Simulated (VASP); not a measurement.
# Pd (Fm-3m) in VASP: notebook

Pd is run at these levels: HSE06; tasks: single point.

Program: VASP 6.6.1. These are calculated values, not measurements. Logs are shortened: lines on timing, memory, paths and dates and some standing lists are left out, and cuts for length are marked.

### Step 1. The cell of the first run

Symmetry: Fm-3m, No. 225, cubic system. The conventional cell has a = 3.873 Å, b = 3.873 Å, c = 3.873 Å, α = 90.00°, β = 90.00°, γ = 90.00°. Within 3.6 Å of Pd (site symmetry m-3m) lie 12 Pd at 2.74 Å.

### Step 2. Single point, HSE06

File POSCAR:

```
Pd
1.0
    0.0000000000      1.9366037178      1.9366037178
    1.9366037178      0.0000000000      1.9366037178
    1.9366037178      1.9366037178      0.0000000000
Pd
1
Direct
    0.0000000000      0.0000000000      0.0000000000
```

File INCAR.step1:

```
ALGO = Normal
EDIFF = 1E-5
ENCUT = 470
GGA = PE
GGA_COMPAT = False
ISIF = 2
ISMEAR = -1
LASPH = True
LREAL = False
LWAVE = True
NBANDS = 15
NELM = 120
PREC = Accurate
SIGMA = 0.1
```

File INCAR.step2:

```
ALGO = Normal
EDIFF = 1E-6
ENCUT = 470
GGA = PE
GGA_COMPAT = False
HFSCREEN = 0.2079
ISIF = 2
ISMEAR = -1
ISTART = 1
LASPH = True
LCHARG = True
LELF = True
LHFCALC = True
LREAL = False
LVHAR = True
LWAVE = False
NBANDS = 15
NELM = 120
PREC = Accurate
PRECFOCK = Normal
SIGMA = 0.1
```

File KPOINTS:

```
k-points
0
Gamma
  6 6 6
```

Potentials or basis: VASP PAW PBE potentials, release 64 (Pd_sv_GW).

Run with:

```console
cat potpaw_PBE.64/Pd_sv_GW/POTCAR > POTCAR
cp INCAR.step1 INCAR
mpirun -np 1 vasp_std > vasp.out
cp INCAR.step2 INCAR
mpirun -np 1 vasp_std > vasp.out
```

OUTCAR:

```text
EDIFF = 1E-6
   ENCUT = 470
   GGA = PE
   HFSCREEN = 0.2079
   ISIF = 2
   ISMEAR = -1
   ISTART = 1
   LASPH = True
   LHFCALC = True
   LREAL = False
   NELM = 120
   PREC = Accurate
   PRECFOCK = Normal

 ion  position               nearest neighbor table
   1  0.000  0.000  0.000-

  LATTYP: Found a face centered cubic cell.
 ALAT       =     3.8732074356

  Lattice vectors:

 A1 = (   0.0000000000,   1.9366037178,   1.9366037178)
 A2 = (   1.9366037178,   0.0000000000,   1.9366037178)
 A3 = (   1.9366037178,   1.9366037178,   0.0000000000)

Analysis of symmetry for initial positions (statically):
=====================================================================
 Subroutine PRICEL returns:
 Original cell was already a primitive cell.

 Routine SETGRP: Setting up the symmetry group for a
 face centered cubic supercell.

 Subroutine GETGRP returns: Found 48 space group operations
 (whereof 48 operations were pure point group operations)
 out of a pool of 48 trial point group operations.

The static configuration has the point symmetry O_h .

Analysis of symmetry for dynamics (positions and initial velocities):
=====================================================================
 Subroutine PRICEL returns:
 Original cell was already a primitive cell.

 Routine SETGRP: Setting up the symmetry group for a
 face centered cubic supercell.

 Subroutine GETGRP returns: Found 48 space group operations
 (whereof 48 operations were pure point group operations)
 out of a pool of 48 trial point group operations.

The dynamic configuration has the point symmetry O_h .

 Subroutine INISYM returns: Found 48 space group operations
 (whereof 48 operations are pure point group operations),
 and found     1 'primitive' translations

----------------------------------------------------------------------------------------

                                     Primitive cell

  volume of cell :      14.5262

  direct lattice vectors                    reciprocal lattice vectors
     0.000000000  1.936603718  1.936603718    -0.258183951  0.258183951  0.258183951
     1.936603718  0.000000000  1.936603718     0.258183951 -0.258183951  0.258183951
     1.936603718  1.936603718  0.000000000     0.258183951  0.258183951 -0.258183951

  length of vectors
     2.738771243  2.738771243  2.738771243     0.447187721  0.447187721  0.447187721

  position of ions in fractional coordinates (direct lattice)
     0.000000000  0.000000000  0.000000000

  ion indices of the primitive-cell ions
   primitive index   ion index
                 1           1

----------------------------------------------------------------------------------------

 KPOINTS: k-points

Automatic generation of k-mesh.
 Grid dimensions read from file:
 generate k-points for:    6    6    6

 Generating k-lattice:

  Cartesian coordinates                     Fractional coordinates (reciprocal lattice)
    -0.043030659  0.043030659  0.043030659     0.166666667  0.000000000  0.000000000
     0.043030659 -0.043030659  0.043030659     0.000000000  0.166666667  0.000000000
     0.043030659  0.043030659 -0.043030659     0.000000000  0.000000000  0.166666667

  Length of vectors
     0.074531287  0.074531287  0.074531287

  Shift w.r.t. Gamma in fractional coordinates (k-lattice)
     0.000000000  0.000000000  0.000000000

 Subroutine IBZKPT returns following result:
 ===========================================

 Found     16 irreducible k-points:

 Following reciprocal coordinates:
            Coordinates               Weight
  0.000000  0.000000  0.000000      1.000000
  0.166667  0.000000  0.000000      8.000000
  0.333333  0.000000  0.000000      8.000000
  0.500000  0.000000  0.000000      4.000000
  0.166667  0.166667  0.000000      6.000000
  0.333333  0.166667  0.000000     24.000000
[... 8 lines left out ...]
 -0.333333  0.333333  0.166667     24.000000
 -0.333333  0.500000  0.166667     12.000000
   k-points           NKPTS =     16   k-points in BZ     NKDIM =    216   number of bands    NBANDS=     15
   number of dos      NEDOS =    301   number of ions     NIONS =      1
   total plane-waves  NPLWV =   8000
   dimension x,y,z NGX =    20 NGY =   20 NGZ =   20
   dimension x,y,z NGXF=    40 NGYF=   40 NGZF=   40
   ions per type =               1
   NGX,Y,Z   is equivalent  to a cutoff of  12.14, 12.14, 12.14 a.u.
   NGXF,Y,Z  is equivalent  to a cutoff of  24.28, 24.28, 24.28 a.u.
 SYSTEM =  unknown system
   PREC   = accura    normal or accurate (medium, high low for compatibility)
   ISTART =      1    job   : 0-new  1-cont  2-samecut
   ICHARG =      0    charge: 1-file 2-atom 10-const
   ISPIN  =      1    spin polarized calculation?
   LNONCOLLINEAR =      F non collinear calculations
   LSORBIT =      F    spin-orbit coupling
   LASPH  =      T    aspherical Exc in radial PAW
   ENCUT  =  470.0 eV  34.54 Ry    5.88 a.u.   4.84  4.84  4.84*2*pi/ulx,y,z
   NELM   =    120;   NELMIN=  2; NELMDL=  0     # of ELM steps
   EDIFF  = 0.1E-05   stopping-criterion for ELM
   LREAL  =      F    real-space projection
   EDIFFG = 0.1E-04   stopping-criterion for IOM
   NSW    =      0    number of steps for IOM
   IBRION =     -1    ionic relax: 0-MD 1-quasi-New 2-CG
   NFREE  =      0    steps in history (QN), initial steepest desc. (CG)
   ISIF   =      2    stress and relaxation
   ISYM   =      3    0-nonsym 1-usesym 2-fastsym
   POTIM  = 0.5000    time-step for ionic-motion
   TEBEG  =    0.0;   TEEND  =   0.0 temperature during run
   PSTRESS=    0.0 pullay stress
   NELECT =      18.0000    total number of electrons
   NUPDOWN=      -1.0000    fix difference up-down
   EMIN   =  10.00;   EMAX   =-10.00  energy-range for DOS
   EFERMI =   0.00;   METHOD = LEGACY
   ISMEAR =    -1;   SIGMA  =   0.10  broadening in eV -4-tet -1-fermi 0-gaus
   EFERMI_NEDOS =   21; number of points for ismear=-14 and -15
   IALGO  =     38    algorithm
   IMIX   =      1    mixing-type and parameters
     AMIX     =   0.40;   BMIX     =  1.00
     AMIX_MAG =   1.60;   BMIX_MAG =  1.00
  volume/ion in A,a.u.               =      14.53        98.03
  Fermi-wavevector in a.u.,A,eV,Ry     =   1.758389  3.322873 42.068277  3.091931
  Thomas-Fermi vector in A             =   2.827557
   LORBIT       =      0    0 simple, 1 ext, 2 COOP (PROOUT), +10 PAW based schemes
   GGA     = PE    functional components
   LHFCALC =     T    Hartree Fock is set to
   PRECFOCK=normal    Normal, Fast or Accurate (Low or Medium for compatibility)
   ENCUT4O =  -1.0   cutoff for four orbital integrals eV
   NKREDX  =     1    reduce k-point grid by
   NKREDY  =     1    reduce k-point grid by
   NKREDZ  =     1    reduce k-point grid by
   AEXX    =    0.2500 exact exchange contribution
   HFSCREEN=    0.2079 screening length (either q_TF or 0.3 A-1)
   HFSCREENC=   0.2079 screening length for correlation (either q_TF or 0.3 A-1)
   ENCUTFOCK=  -1.0 apply spherical cutoff to Coloumb kernel
   IVDW    =     0    specifies the selected vdW correction
   LEPSILON=     F    determine dielectric tensor
   LRPA    =     F    only Hartree local field effects (RPA)
 non-spin polarized calculation
  energy-cutoff  :      470.00
  volume of cell :       14.53
 maximum number of plane-waves:       347
  NGX = 16; NGY = 16; NGZ = 16

 number of electron      17.9999999 magnetization

 Free energy of the ion-electron system (eV)
  ---------------------------------------------------
  ext. energy  EPLUGINS =         0.00000000
  ---------------------------------------------------
  free energy    TOTEN  =        -3.02512173 eV

  energy without entropy =       -2.96956289  energy(sigma->0) =       -2.99734231

 E-fermi :   7.8991     XC(G=0): -11.0482

 val. band max:        7.8681651168   @ k =   0.5000   0.1667   0.0000
 cond. band min:       8.0099948889   @ k =   0.3333   0.3333   0.0000
 fundamental gap:      0.1418297721
 Fermi energy:         7.8991170859

 k-point     1 :       0.0000    0.0000    0.0000
  band No.  band energies     occupation
      1     -80.5504      2.00000
      2     -44.6380      2.00000
      3     -44.6380      2.00000
      4     -44.6380      2.00000
      5       0.3716      2.00000
      6       4.5155      2.00000
      7       4.5155      2.00000
      8       4.5155      2.00000
      9       6.1199      2.00000
     10       6.1199      2.00000
     11      26.4391      0.00000
     12      31.4500      0.00000
     13      31.4500      0.00000
     14      31.4500      0.00000
     15      37.1234      0.00000

 k-point     2 :       0.1667    0.0000    0.0000
  band No.  band energies     occupation
      1     -80.5332      2.00000
      2     -44.7684      2.00000
      3     -44.6583      2.00000
      4     -44.6583      2.00000
      5       1.4136      2.00000
      6       4.3183      2.00000
      7       4.8007      2.00000
      8       4.8007      2.00000
      9       6.0923      2.00000
     10       6.0923      2.00000
     11      26.8515      0.00000
     12      27.8706      0.00000
     13      32.6521      0.00000
     14      32.6521      0.00000
     15      36.3722      0.00000

 k-point     3 :       0.3333    0.0000    0.0000
  band No.  band energies     occupation
      1     -80.4989      2.00000
      2     -45.0295      2.00000
      3     -44.6998      2.00000
      4     -44.6998      2.00000
      5       2.1558      2.00000
      6       4.6110      2.00000
      7       4.6110      2.00000
      8       6.3901      2.00000
      9       7.0338      1.99965
     10       7.0339      1.99965
     11      21.1351      0.00000
     12      26.8255      0.00000
     13      32.7375      0.00000
     14      32.7375      0.00000
     15      36.1326      0.00000
[... 199 lines left out ...]
 k-point    15 :      -0.3333    0.3333    0.1667
  band No.  band energies     occupation
      1     -80.4646      2.00000
      2     -45.0473      2.00000
      3     -44.9190      2.00000
      4     -44.7945      2.00000
      5       3.1764      2.00000
      6       3.4766      2.00000
      7       4.5237      2.00000
      8       5.9269      2.00000
      9       7.8245      1.35690
     10      15.6323      0.00000
     11      17.1319      0.00000
     12      23.4371      0.00000
     13      23.7723      0.00000
     14      32.3951      0.00000
     15      36.0122      0.00000

 k-point    16 :      -0.3333    0.5000    0.1667
  band No.  band energies     occupation
      1     -80.4591      2.00000
      2     -45.0603      2.00000
      3     -44.9134      2.00000
      4     -44.8437      2.00000
      5       2.4284      2.00000
      6       2.9183      2.00000
      7       5.5503      2.00000
      8       6.5521      2.00000
      9       8.3780      0.01650
     10      15.8932      0.00000
     11      20.2036      0.00000
     12      20.5728      0.00000
     13      21.4051      0.00000
     14      33.3856      0.00000
     15      36.4714      0.00000

------------------------ aborting loop because EDIFF is reached ----------------------------------------

  FORCE on cell =-STRESS in cart. coord.  units (eV):
  Direction    XX          YY          ZZ          XY          YZ          ZX
  --------------------------------------------------------------------------------------
  -------------------------------------------------------------------------------------
  Total        0.0325573      0.0325573      0.0325573     -0.0000000     -0.0000000     -0.0000000
  in kB        3.5909285      3.5909285      3.5909285     -0.0000000     -0.0000000     -0.0000000
  external PRESSURE =       3.5909285 kB  Pullay stress =       0.0000000 kB

 VOLUME and BASIS-vectors are now :
 -----------------------------------------------------------------------------
  energy-cutoff  :      470.00
  volume of cell :       14.53
      direct lattice vectors                 reciprocal lattice vectors
     0.000000000  1.936603718  1.936603718    -0.258183951  0.258183951  0.258183951
     1.936603718  0.000000000  1.936603718     0.258183951 -0.258183951  0.258183951
     1.936603718  1.936603718  0.000000000     0.258183951  0.258183951 -0.258183951

 POSITION                                       TOTAL-FORCE (eV/Angst)
 -----------------------------------------------------------------------------------
      0.00000      0.00000      0.00000         0.000000     -0.000000     -0.000000
 -----------------------------------------------------------------------------------
    total drift:                                0.000000      0.000000      0.000002

  FREE ENERGIE OF THE ION-ELECTRON SYSTEM (eV)
  ---------------------------------------------------
  free  energy   TOTEN  =        -3.0251217334 eV

  energy  without entropy=       -2.9695628917  energy(sigma->0) =       -2.99734231
```

Wall time 8.4 min (1 thread of Intel Xeon 6975P-C (Granite Rapids), shared host); peak memory 0.24 GiB.

Results:

```yaml
Free_energy: -3.0251 eV
Pressure: 0.4 GPa
Band_gap_on_the_k_mesh: zero (bands 9 and 10 overlap by 2.30 eV)
```

Levels at points of the mesh, in eV from the Fermi level:
```tsv
k point	band 7	band 8	band 9	band 10	band 11	band 12
(0.00, 0.00, 0.00)	-3.38	-3.38	-1.78	-1.78	18.54	23.55
(0.50, 0.00, 0.00)	-3.53	-0.10	-0.10	1.70	8.95	17.92
(0.50, 0.50, 0.00)	-0.38	0.49	0.49	4.34	12.57	14.86
```

Caveat: the k points lie up to 0.47 Å⁻¹ apart, too coarse for converged energies and pressures of a metal; the PAW data sets were made with another functional, which shifts forces and pressure a little.

### Step 3. Single point, HSE06

This run uses another cell than the first one, of 14.98 Å³/atom.

File POSCAR:

```
Pd
1.0
    0.0000000000      1.9567781251      1.9567781251
    1.9567781251      0.0000000000      1.9567781251
    1.9567781251      1.9567781251      0.0000000000
Pd
1
Direct
    0.0000000000      0.0000000000      0.0000000000
```

File INCAR.step1:

```
PREC = Accurate
ENCUT = 470
EDIFF = 1E-5
ISMEAR = -1
SIGMA = 0.1
LREAL = False
LASPH = True
NELM = 120
ALGO = Normal
ISIF = 2
LWAVE = True
LCHARG = False
GGA = PE
NBANDS = 15
GGA_COMPAT = False
```

File INCAR.step2:

```
PREC = Accurate
ENCUT = 470
EDIFF = 1E-6
ISMEAR = -1
SIGMA = 0.1
LREAL = False
LASPH = True
NELM = 120
ALGO = Normal
ISIF = 2
LWAVE = False
LCHARG = False
GGA = PE
LHFCALC = True
HFSCREEN = 0.2079
PRECFOCK = Normal
ISTART = 1
NBANDS = 15
GGA_COMPAT = False
```

File KPOINTS:

```
regular mesh
0
Gamma
  6 6 6
```

Potentials or basis: VASP PAW PBE potentials, release 64 (Pd_sv_GW).

Run with:

```console
cat potpaw_PBE.64/Pd_sv_GW/POTCAR > POTCAR
cp INCAR.step1 INCAR
mpirun -np 1 vasp_std > vasp.out
cp INCAR.step2 INCAR
mpirun -np 1 vasp_std > vasp.out
```

Run time: 10 min. Hardware: 1 thread of AMD EPYC 9R45 (Zen 5), shared host; peak memory 0.21 GiB.

It converged, with:

* Free energy: -3.0298 eV
* Pressure: -5.2 GPa
* Band gap on the k mesh: zero (bands 9 and 10 overlap by 2.20 eV)

Levels at points of the mesh, in eV from the Fermi level:
| k point | band 6 | band 7 | band 8 | band 9 | band 10 | band 11 | band 12 | band 13 |
| --- | --- | --- | --- | --- | --- | --- | --- | --- |
| (0.00, 0.00, 0.00) | -3.23 | -3.23 | -3.23 | -1.71 | -1.71 | 18.52 | 23.36 | 23.36 |
| (0.50, 0.00, 0.00) | -3.37 | -3.37 | -0.10 | -0.10 | 1.77 | 8.68 | 17.88 | 22.64 |
| (0.50, 0.50, 0.00) | -5.62 | -0.38 | 0.47 | 0.47 | 4.34 | 12.23 | 14.68 | 14.68 |

Caveat: the k points lie up to 0.46 Å⁻¹ apart, too coarse for converged energies and pressures of a metal; the PAW data sets were made with another functional, which shifts forces and pressure a little.

### Step 4. Single point, HSE06

This run uses another cell than the first one, of 14.98 Å³/atom.

POSCAR is that of step 3.

File INCAR.step1:

```
SYSTEM = Pd
PREC = Accurate
ENCUT = 520
EDIFF = 1E-5
ISMEAR = -1
SIGMA = 0.1
LREAL = .FALSE.
LASPH = .TRUE.
NELM = 80
ALGO = Normal
ISIF = 2
LWAVE = .TRUE.
LCHARG = .FALSE.
GGA = PE
NBANDS = 11
```

File INCAR.step2:

```
SYSTEM = Pd
PREC = Accurate
ENCUT = 520
EDIFF = 1E-6
ISMEAR = -1
SIGMA = 0.1
LREAL = .FALSE.
LASPH = .TRUE.
NELM = 80
ALGO = Normal
ISIF = 2
LWAVE = .FALSE.
LCHARG = .FALSE.
GGA = PE
LHFCALC = .TRUE.
HFSCREEN = 0.2079
PRECFOCK = Normal
ISTART = 1
NBANDS = 11
```

File KPOINTS:

```
Automatic mesh
0
G
  6 6 6
  0 0 0
```

Potentials or basis: VASP PAW PBE potentials, release 64 (Pd).

Run with:

```console
cat potpaw_PBE.64/Pd/POTCAR > POTCAR
cp INCAR.step1 INCAR
mpirun -np 1 vasp_std > vasp.out
cp INCAR.step2 INCAR
mpirun -np 1 vasp_std > vasp.out
```

It took 7.8 min on 1 thread of Intel Xeon Platinum 8488C (Sapphire Rapids), shared host; peak memory 0.24 GiB.

It converged, with:

- Free energy: -5.9869 eV
- Pressure: -1.2 GPa
- Band gap on the k mesh: zero (bands 5 and 6 overlap by 2.19 eV)

Levels at points of the mesh, in eV from the Fermi level:
```csv
k point,band 1,band 2,band 3,band 4,band 5,band 6,band 7,band 8,band 9,band 10
"(0.00, 0.00, 0.00)",-7.26,-3.21,-3.21,-3.21,-1.70,-1.70,18.85,23.74,23.74,23.74
"(0.50, 0.00, 0.00)",-5.68,-3.35,-3.35,-0.11,-0.11,1.78,8.67,18.15,22.91,22.91
"(0.50, 0.50, 0.00)",-5.96,-5.59,-0.38,0.46,0.46,4.35,12.22,14.75,14.75,23.35
```

Caveat: the k points lie up to 0.46 Å⁻¹ apart, too coarse for converged energies and pressures of a metal; the PAW data sets were made with another functional, which shifts forces and pressure a little.

### Step 5. Single point, HSE06

This run uses another cell than the first one, of 15.44 Å³/atom.

File POSCAR:

```
Pd
1.0
    0.0000000000      1.9765448986      1.9765448986
    1.9765448986      0.0000000000      1.9765448986
    1.9765448986      1.9765448986      0.0000000000
Pd
1
Direct
    0.0000000000      0.0000000000      0.0000000000
```

File INCAR.step1:

```
SYSTEM = Pd
PREC = Accurate
ENCUT = 520
EDIFF = 1E-5
ISMEAR = -1
SIGMA = 0.1
LREAL = .False.
LASPH = .True.
NELM = 60
ALGO = Normal
ISIF = 2
LWAVE = .True.
LCHARG = .False.
GGA = PE
NBANDS = 11
```

File INCAR.step2:

```
SYSTEM = Pd
PREC = Accurate
ENCUT = 520
EDIFF = 1E-7
ISMEAR = -1
SIGMA = 0.1
LREAL = .False.
LASPH = .True.
NELM = 60
ALGO = Normal
ISIF = 2
LWAVE = .False.
LCHARG = .False.
GGA = PE
LHFCALC = .True.
HFSCREEN = 0.2079
PRECFOCK = Normal
ISTART = 1
NBANDS = 11
```

File KPOINTS:

```
Automatic mesh
0
Gamma
  6 6 6
  0 0 0
```

Run with:

```console
cat potpaw_PBE.64/Pd/POTCAR > POTCAR
cp INCAR.step1 INCAR
mpirun -np 1 vasp_std > vasp.out
cp INCAR.step2 INCAR
mpirun -np 1 vasp_std > vasp.out
```

Wall time 6.8 min (1 thread of Intel Xeon Platinum 8488C (Sapphire Rapids), shared host); peak memory 0.24 GiB.

Results (log left out):

```
Free energy            : -5.9771 eV
Pressure               : -5.8 GPa
Band gap on the k mesh : zero (bands 5 and 6 overlap by 2.09 eV)
```

Levels at points of the mesh, in eV from the Fermi level:
```
           k point  band 2  band 3  band 4  band 5  band 6  band 7  band 8  band 9
(0.00, 0.00, 0.00)   -3.07   -3.07   -3.07   -1.64   -1.64   18.80   23.52   23.52
(0.50, 0.00, 0.00)   -3.21   -3.21   -0.11   -0.11    1.85    8.42   18.09   22.59
(0.50, 0.50, 0.00)   -5.34   -0.38    0.44    0.44    4.35   11.91   14.57   14.57
```

Caveat: the k points lie up to 0.46 Å⁻¹ apart, too coarse for converged energies and pressures of a metal; the PAW data sets were made with another functional, which shifts forces and pressure a little.

(Continued in part 2 of 2.)

The gap in the log of VASP goes by the Fermi energy; the results here count the filled bands.